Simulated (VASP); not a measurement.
A run of VASP 6.6.1 is set up as follows.

Contents of INCAR:

```
SYSTEM = Bi2Se3
GGA = PS
ISMEAR = 0
SIGMA = 0.03
LWAVE = .False.
LCHARG = .False.
ISIF = 2
NSW = 120
PREC = Accurate
LASPH = .True.
LREAL = .False.
ALGO = Normal
EDIFF = 1E-7
NELM = 120
GGA_COMPAT = .False.
IBRION = 2
EDIFFG = -0.002
NELMIN = 4
ENCUT = 490
EFERMI = MIDGAP
KPAR = 8
```

File KPOINTS:

```
Automatic mesh
0
Gamma
  6 6 6
  0 0 0
```

POSCAR

```
Bi2Se3
1.0
    2.0715000000      1.1959810826      9.5453333333
   -2.0715000000      1.1959810826      9.5453333333
    0.0000000000     -2.3919621653      9.5453333333
Bi Se
2 3
Direct
    0.6009330000      0.6038640000      0.5922150000
    0.4014530000      0.3966910000      0.4011140000
    0.7999940000      0.7929250000      0.7738450000
    0.2216150000      0.2096960000      0.2024860000
    0.0037010000      0.0033550000     -0.0076620000
```

Potentials or basis: VASP PAW PBE potentials, release 64 (Bi_d, Se).

Launch:

```bash
$ cat potpaw_PBE.64/Bi_d/POTCAR potpaw_PBE.64/Se/POTCAR > POTCAR
$ mpirun -np 8 vasp_std > vasp.out
```

**Question.** Predict the band gap on the k mesh.

**Answer.** 0.13 eV.

**Question.** Predict the energy gained by relaxing.

**Answer.** 1.9 meV/atom.

Stress tensor (GPa, compression positive):
```
-0.41  0.00 -0.01
 0.00 -0.40  0.01
-0.01  0.01 -0.28
```

Caveat: the cell differs from its parent crystal (atoms moved at random); the PAW data sets were made with another functional, which shifts forces and pressure a little; spin-orbit coupling is left out, which moves the levels of the heavy elements. A k mesh can miss the band edges.
